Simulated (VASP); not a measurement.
# TmF4 (Im-3m) in VASP: elastic constants with PBE

Aim: the elastic constants of TmF4 with PBE.

Everything below comes from runs of VASP 6.6.1. Logs are shortened: lines on timing, memory, paths and dates and some standing lists are left out, and cuts for length are marked.

## (1) The cell of the first run

Symmetry: Im-3m, No. 229, cubic system. Conventional cell: a = 5.169 Å, b = 5.169 Å, c = 5.169 Å, α = 90.00°, β = 90.00°, γ = 90.00°. Within 3.0 Å of Tm (site symmetry m-3m) lie 8 F at 2.24 Å. Within 3.0 Å of F (site symmetry -3m) lie 2 Tm at 2.24 Å and 6 F at 2.58 Å.

## (2) Elastic constants, PBE

File INCAR:

```
PREC = Accurate ; ENCUT = 600
EDIFF = 1E-8 ; ISMEAR = -1
SIGMA = 0.15 ; LREAL = F
LASPH = T ; NELM = 200
ALGO = Normal ; ISIF = 3
LWAVE = F ; LCHARG = F
GGA = PE ; IBRION = 6
NFREE = 2 ; POTIM = 0.015
NSW = 1 ; GGA_COMPAT = F
LMAXMIX = 6 ; KPAR = 4
```

File KPOINTS:

```
regular mesh
0
Gamma
  10 10 10
```

File POSCAR:

```
TmF4
1.0
   -2.5845939698      2.5845939698      2.5845939698
    2.5845939698     -2.5845939698      2.5845939698
    2.5845939698      2.5845939698     -2.5845939698
Tm F
1 4
Direct
    0.0000000000      0.0000000000      0.0000000000
    0.0000000000      0.0000000000      0.5000000000
    0.0000000000      0.5000000000      0.0000000000
    0.5000000000      0.0000000000      0.0000000000
    0.5000000000      0.5000000000      0.5000000000
```

Potentials or basis: VASP PAW PBE potentials, release 64 (Tm_3, F), 4f in core.

Command:

```
> cat potpaw_PBE.64/Tm_3/POTCAR potpaw_PBE.64/F/POTCAR > POTCAR
> mpirun -np 4 vasp_std > vasp.out
```

OUTCAR:

```text
PREC = Accurate
   ENCUT = 600
   EDIFF = 1E-8
   ISMEAR = -1
   LREAL = F
   LASPH = T
   NELM = 200
   ISIF = 3
   GGA = PE
   IBRION = 6
   NFREE = 2
   POTIM = 0.015
   NSW = 1

 ion  position               nearest neighbor table
   1  0.000  0.000  0.000-   2 2.24   3 2.24   4 2.24   5 2.24   2 2.24   3 2.24   4 2.24   5 2.24

   2  0.000  0.000  0.500-   1 2.24   1 2.24
   3  0.000  0.500  0.000-   1 2.24   1 2.24
   4  0.500  0.000  0.000-   1 2.24   1 2.24
   5  0.500  0.500  0.500-   1 2.24   1 2.24

  LATTYP: Found a body centered cubic cell.
 ALAT       =     5.1691879396

  Lattice vectors:

 A1 = (  -2.5845939698,   2.5845939698,   2.5845939698)
 A2 = (   2.5845939698,  -2.5845939698,   2.5845939698)
 A3 = (   2.5845939698,   2.5845939698,  -2.5845939698)

Analysis of symmetry for initial positions (statically):
=====================================================================
 Subroutine PRICEL returns:
 Original cell was already a primitive cell.

 Routine SETGRP: Setting up the symmetry group for a
 body centered cubic supercell.

 Subroutine GETGRP returns: Found 48 space group operations
 (whereof 48 operations were pure point group operations)
 out of a pool of 48 trial point group operations.

The static configuration has the point symmetry O_h .

Analysis of symmetry for dynamics (positions and initial velocities):
=====================================================================
 Subroutine PRICEL returns:
 Original cell was already a primitive cell.

 Routine SETGRP: Setting up the symmetry group for a
 body centered cubic supercell.

 Subroutine GETGRP returns: Found 48 space group operations
 (whereof 48 operations were pure point group operations)
 out of a pool of 48 trial point group operations.

The dynamic configuration has the point symmetry O_h .
[... 968 lines left out ...]

------------------------ aborting loop because EDIFF is reached ----------------------------------------

  FORCE on cell =-STRESS in cart. coord.  units (eV):
  Direction    XX          YY          ZZ          XY          YZ          ZX
  --------------------------------------------------------------------------------------
  -------------------------------------------------------------------------------------
  Total        0.1730072      0.1727244      0.1727244      0.0006812     -0.0016773     -0.0006811
  in kB        4.0136334      4.0070725      4.0070725      0.0158026     -0.0389124     -0.0158018
  external PRESSURE =       4.0092594 kB  Pullay stress =       0.0000000 kB
[... 20 lines left out ...]
  FREE ENERGIE OF THE ION-ELECTRON SYSTEM (eV)
  ---------------------------------------------------
  free  energy   TOTEN  =       -27.7642296963 eV

  energy  without entropy=      -27.4470479324  energy(sigma->0) =      -27.60563881

 INTERNAL STRAIN TENSORS FROM STRAINED CELLS
 ============================================

 INTERNAL STRAIN TENSOR FOR ION    1 for displacements in x,y,z  (eV/Angst):
          X           Y           Z          XY          YZ          ZX
  --------------------------------------------------------------------------------
  x     0.00000     0.00000    -0.00000    -0.00000     0.00000    -0.00000
  y     0.00000     0.00000     0.00000    -0.00000    -0.00000    -0.00000
  z    -0.00000    -0.00000    -0.00000    -0.00000     0.00000     0.00000

 INTERNAL STRAIN TENSORS FROM DISPLACED ATOMS
 ============================================

 INTERNAL STRAIN TENSOR FOR ION    1 for displacements in x,y,z  (eV/Angst):
          X           Y           Z          XY          YZ          ZX
  --------------------------------------------------------------------------------
  x     0.00000     0.00000     0.00000     0.00000     0.00000     0.00000
  y     0.00000     0.00000     0.00000     0.00000     0.00000     0.00000
  z     0.00000     0.00000     0.00000     0.00000     0.00000     0.00000

 INTERNAL STRAIN TENSOR FOR ION    5 for displacements in x,y,z  (eV/Angst):
          X           Y           Z          XY          YZ          ZX
  --------------------------------------------------------------------------------
  x     0.00000     0.00000     0.00000     0.00000     0.00000     0.00000
  y     0.00000     0.00000     0.00000     0.00000     0.00000     0.00000
  z     0.00000     0.00000     0.00000     0.00000     0.00000     0.00000

 Eigenvectors and eigenvalues of the dynamical matrix
 ----------------------------------------------------

   1 f  =   11.127481 THz    69.916023 2PiTHz  371.172800 cm-1    46.019541 meV
             X         Y         Z           dx          dy          dz
      0.000000  0.000000  0.000000     0.127630   -0.055447   -0.160708
      1.292297  1.292297 -1.292297    -0.257033   -0.401825    0.230872
      1.292297 -1.292297  1.292297     0.066557   -0.009469   -0.161484
     -1.292297  1.292297  1.292297    -0.427487    0.484575    0.401327
      1.292297  1.292297  1.292297     0.237011    0.092219    0.008970
[... 105 lines left out ...]
  15 f/i=    0.483491 THz     3.037863 2PiTHz   16.127520 cm-1     1.999557 meV
             X         Y         Z           dx          dy          dz
      0.000000  0.000000  0.000000     0.000000    0.000000   -0.000000
      1.292297  1.292297 -1.292297     0.339920   -0.365768   -0.025848
      1.292297 -1.292297  1.292297     0.339920    0.365768    0.025848
     -1.292297  1.292297  1.292297    -0.339920   -0.365768    0.025848
      1.292297  1.292297  1.292297    -0.339920    0.365768   -0.025848

--------------------------------------------------------------------------------------------------------

 ELASTIC MODULI CONTR FROM IONIC RELAXATION (kBar)
 Direction    XX          YY          ZZ          XY          YZ          ZX
 --------------------------------------------------------------------------------
 XX           0.0000      0.0000      0.0000      0.0000      0.0000      0.0000
 YY           0.0000      0.0000      0.0000      0.0000      0.0000      0.0000
 ZZ           0.0000      0.0000      0.0000      0.0000      0.0000      0.0000
 XY           0.0000      0.0000      0.0000      0.0000      0.0000      0.0000
 YZ           0.0000      0.0000      0.0000      0.0000      0.0000      0.0000
 ZX           0.0000      0.0000      0.0000      0.0000      0.0000      0.0000
 --------------------------------------------------------------------------------

 TOTAL ELASTIC MODULI (kBar)
 Direction    XX          YY          ZZ          XY          YZ          ZX
 --------------------------------------------------------------------------------
 XX        1192.1916    851.1055    851.1055     -0.0000      0.0000     -0.0000
 YY         851.1055   1192.1916    851.1055     -0.0000     -0.0000     -0.0000
 ZZ         851.1055    851.1055   1192.1916      0.0000     -0.0000      0.0000
 XY          -0.0000     -0.0000      0.0000    435.7436      0.0000      0.0000
 YZ           0.0000     -0.0000     -0.0000      0.0000    435.7436      0.0000
 ZX          -0.0000     -0.0000      0.0000      0.0000      0.0000    435.7436
 --------------------------------------------------------------------------------
```

OSZICAR:

```text
N       E                     dE             d eps       ncg     rms          rms(c)
DAV:   1     0.520876353563E+03    0.52088E+03   -0.19892E+04  2148   0.185E+03
DAV:   2     0.365709497205E+02   -0.48431E+03   -0.47615E+03  3050   0.556E+02
DAV:   3    -0.271342237929E+02   -0.63705E+02   -0.62480E+02  2956   0.178E+02
[... 232 lines left out ...]
DAV:   7    -0.277642296928E+02    0.28433E-06   -0.32854E-06 15410   0.177E-02    0.330E-03
DAV:   8    -0.277642297929E+02   -0.10012E-06   -0.13126E-06 16724   0.990E-03    0.372E-03
DAV:   9    -0.277642296794E+02    0.11350E-06   -0.61659E-07 16636   0.656E-03    0.515E-04
DAV:  10    -0.277642296944E+02   -0.15003E-07   -0.47915E-08 14288   0.203E-03    0.318E-04
DAV:  11    -0.277642296963E+02   -0.18595E-08   -0.25585E-09  9576   0.590E-04
  17 F= -.27764230E+02 E0= -.27605639E+02  d E =-.317182E+00
```

It took 22 min on 4 MPI ranks of Intel Xeon Platinum 8488C (Sapphire Rapids), shared host; peak memory 0.82 GiB.

Results:

```yaml
Elastic_constants_C11_C12_C44: 119, 85, 44 GPa
Voigt_bulk_modulus: 96 GPa
Highest_phonon_frequency_at_Γ_LO-TO_splitting_left_out: 371 cm⁻¹
```

Phonon frequencies in cm⁻¹ (negative: imaginary):
```csv
q point,frequencies
"(0.000, 0.000, 0.000)",-16 -16 0 0 0 152 152 152 262 262 262 280 371 371 371
```

Elastic tensor in Voigt notation (GPa, in the Cartesian axes of the cell as first typed):
```
119  85  85   0   0   0
 85 119  85   0   0   0
 85  85 119   0   0   0
  0   0   0  44   0   0
  0   0   0   0  44   0
  0   0   0   0   0  44
```

Clamped-ion elastic tensor (GPa):
```
119  85  85   0   0   0
 85 119  85   0   0   0
 85  85 119   0   0   0
  0   0   0  44   0   0
  0   0   0   0  44   0
  0   0   0   0   0  44
```

Caveat: some modes are imaginary; spin-orbit coupling is left out, which moves the levels of the heavy elements; the 4f electrons are frozen in the core, so they carry no moment and show no levels; the run has no spin polarisation, though such a crystal can be magnetic. Spin polarisation is off, so any magnetic state and its effect on volume and gap are missing.
